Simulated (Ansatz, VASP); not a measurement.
Two plane-wave programs on BiTe

The input INCAR:

```
ALGO = Normal
EDIFF = 1E-7
ENCUT = 520
GGA = PE
ISIF = 2
ISMEAR = 0
LASPH = T
LCHARG = T
LELF = T
LREAL = F
LVHAR = T
LWAVE = F
NBANDS = 29
NELM = 60
PREC = Accurate
SIGMA = 0.1
```

KPOINTS

```
k-points
0
Gamma
  12 12 8
```

Contents of POSCAR:

```
BiTe
1.0
    3.2511941624      3.2511941624      0.0000000000
   -3.2511941624      3.2511941624      0.0000000000
    0.0000000000      0.0000000000      6.5999241496
Bi Te
2 2
Direct
    0.0000000000      0.0000000000      0.0000000000
    0.5000000000      0.5000000000      0.5000000000
    0.5000000000      0.5000000000      0.0000000000
    0.0000000000      0.0000000000      0.5000000000
```

Input for Ansatz:

```yaml
crystal:
  lattice:
    - [3.2511941624, 3.2511941624, 0.0]
    - [-3.2511941624, 3.2511941624, 0.0]
    - [0.0, 0.0, 6.5999241496]
  atoms:
    - { symbol: Bi, position: [0.0, 0.0, 0.0] }
    - { symbol: Bi, position: [0.5, 0.5, 0.5] }
    - { symbol: Te, position: [0.5, 0.5, 0.0] }
    - { symbol: Te, position: [0.0, 0.0, 0.5] }
basis:
  ecutwfc: 420
kpoints:
  mp_grid: { grid: [12, 12, 8] }
hamiltonian:
  xc: pbe
scf:
  occupations: { method: gaussian, width: 0.1 }
output:
  forces: true
  stress: true
  eigenvalues: true
  write_density: true
  write_potential: true
  elf: true
  volumetric_format: npy
```

Change from the starting cell: strain along c alone, the other axes held, atoms relaxed: +1.5 %.

Alike in both runs: task single point; functional PBE; k mesh 12 × 12 × 8; occupations gaussian, width 0.1 eV; no spin polarisation.

|  | VASP | Ansatz |
| --- | --- | --- |
| version | VASP 6.6.1 | Ansatz 0.2.0 |
| potentials or method | VASP PAW PBE potentials, release 64 (Bi_d, Te), cutoff 520 eV | scalar-relativistic, plane waves, PAW |
| valence electrons in the cell | 42 | 62 |

|  | VASP | Ansatz | Ansatz less VASP |
| --- | --- | --- | --- |
| gap on the k mesh at the Fermi level (eV) | none | none | - |
| pressure (GPa) | -0.7 | -0.7 | +0.05 |
| traceless stress, the component that is largest in VASP (GPa) | -0.92 | -0.93 | -0.003 |

A gap of «none» marks a metal or a gap that the smearing closes. With one functional, cell and mesh, what is left measures potentials, basis and numerics. VASP's potentials hold 42 valence electrons a cell and Ansatz's 62, so a difference there can come from the potentials and not from the codes.

Neither program's run includes spin-orbit coupling.
